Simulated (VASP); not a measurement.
Here is a VASP 6.6.1 calculation.

Contents of POSCAR:

```
Si2Ni
1.0
    0.0000000000      2.7458509360      2.7458509360
    2.7458509360      0.0000000000      2.7458509360
    2.7458509360      2.7458509360      0.0000000000
Si Ni
2 1
Direct
    0.2500000000      0.2500000000      0.2500000000
    0.7500000000      0.7500000000      0.7500000000
    0.0000000000      0.0000000000      0.0000000000
```

File INCAR.step1:

```
ALGO = Normal
EDIFF = 1E-4
ENCUT = 520
GGA = PE
ISMEAR = 0
LASPH = T
LCHARG = F
LREAL = F
LWAVE = T
NBANDS = 16
NELM = 60
PREC = Accurate
SIGMA = 0.1
```

INCAR.step2

```
ALGO = Normal
EDIFF = 1E-6
ENCUT = 520
ISIF = 2
ISMEAR = 0
ISTART = 1
LASPH = T
LCHARG = F
LMIXTAU = T
LREAL = F
LWAVE = F
METAGGA = R2SCAN
NBANDS = 16
NELM = 60
PREC = Accurate
SIGMA = 0.1
```

Contents of KPOINTS:

```
k-points
0
Gamma
  14 14 14
```

Potentials or basis: VASP PAW PBE potentials, release 64 (Si, Ni).

Launch:

```bash
$ cat potpaw_PBE.64/Si/POTCAR potpaw_PBE.64/Ni/POTCAR > POTCAR
$ cp INCAR.step1 INCAR
$ mpirun -np 1 vasp_std > vasp.out
$ cp INCAR.step2 INCAR
$ mpirun -np 1 vasp_std > vasp.out
```

(1) What does it give for the band gap on the k mesh?

(2) What does it give for the pressure?

Answers

(1) zero (bands 9 and 10 overlap by 2.12 eV).

(2) -8.2 GPa.

Caveat: the cell stands under tension; the PAW data sets were made with another functional, which shifts forces and pressure a little.
